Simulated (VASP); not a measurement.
Set up this calculation in VASP 6.6.1, as the native input.

```
Task                   : single point
Functional             : PBE
Potentials or basis    : VASP PAW PBE potentials, release 64 (Ni, Mo_sv, Pd, Ir, W_sv)
Cutoff                 : 520 eV
k mesh                 : 6 × 6 × 4
Occupations            : fermi-dirac, width 0.05 eV
Spin                   : collinear spin, ferromagnetic start
Starting moments       : [1.0, 1.0, 0.0, 0.6, 0.0] μB
Dipole correction      : no
Further INCAR settings : ALGO = Normal; EDIFF = 1e-06; NBANDS = 40
```

The structure of NiMoIrPdW lies in POSCAR:

```
NiMoIrPdW
1.0
    4.0833275431      0.0000028631      0.0000000000
   -2.0416662511      3.5362639528      0.0000000000
    0.0000000000      0.0000000000      5.4165503952
Ni Mo Pd Ir W
1 1 1 1 1
Direct
    0.0000000000      0.0000000000      0.9561588468
    0.6666666667      0.3333333333      0.9640123384
    0.6666666667      0.3333333333      0.4646625972
    0.3333333333      0.6666666667      0.7238522415
    0.3333333333      0.6666666667      0.2357639761
```

The input as run:

INCAR

```
ALGO = Normal ; EDIFF = 1E-6
ENCUT = 520 ; GGA = PE
ISIF = 2 ; ISMEAR = -1
ISPIN = 2 ; LASPH = True
LCHARG = False ; LMAXMIX = 4
LORBIT = 11 ; LREAL = False
LWAVE = False ; MAGMOM = 1 1 0 0.6 0
NBANDS = 40 ; NELM = 150
PREC = Accurate ; SIGMA = 0.05
```

KPOINTS

```
k-points
0
Gamma
  6 6 4
```

Potentials or basis: VASP PAW PBE potentials, release 64 (Ni, Mo_sv, Pd, Ir, W_sv).

Launch:

```console
$ cat potpaw_PBE.64/Ni/POTCAR potpaw_PBE.64/Mo_sv/POTCAR potpaw_PBE.64/Pd/POTCAR potpaw_PBE.64/Ir/POTCAR potpaw_PBE.64/W_sv/POTCAR > POTCAR
$ mpirun -np 1 vasp_std > vasp.out
```

It gave:

```yaml
Pressure: 5.3 GPa
Largest_force: 0.011 eV/Å
Net_moment: 0.00 μB per cell
Valence_electrons_inside_the_program's_atomic_spheres: Ni 9.50; Mo 12.62; Pd 9.64; Ir 8.37; W 11.91
```

Wall time 2.9 min on 1 thread of Intel(R) Xeon(R) Platinum 8488C (Sapphire Rapids) (shared host), peak memory 0.31 GiB.
